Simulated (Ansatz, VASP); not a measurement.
**GaP in VASP and in Ansatz**

```
CELL_PARAMETERS angstrom
0.00000 2.68842 2.68842
2.68842 0.00000 2.68842
2.68842 2.68842 0.00000
ATOMIC_POSITIONS crystal
Ga 0.00000 0.00000 0.00000
P 0.75000 0.75000 0.75000
```

Change from the starting cell: volume scaled by 0.96.

Alike in both runs: task single point; functional PBE; k mesh 8 × 8 × 8; occupations fermi-dirac, width 0.05 eV; no spin polarisation.

```csv
,VASP,Ansatz
version,VASP 6.6.1,Ansatz 0.2.0
potentials or method,"VASP PAW PBE potentials, release 64 (Ga_d, P), cutoff 520 eV","all-electron LAPW, scalar-relativistic"
```

```csv
,VASP,Ansatz,Ansatz less VASP
gap on the k mesh at the Fermi level (eV),1.57,1.57,+0.002
least direct gap on the mesh (eV),2.17,2.17,+0.003
pressure (GPa),6.4,6.4,+0.02
```

Ansatz ran all-electron here, and VASP with PAW potentials.
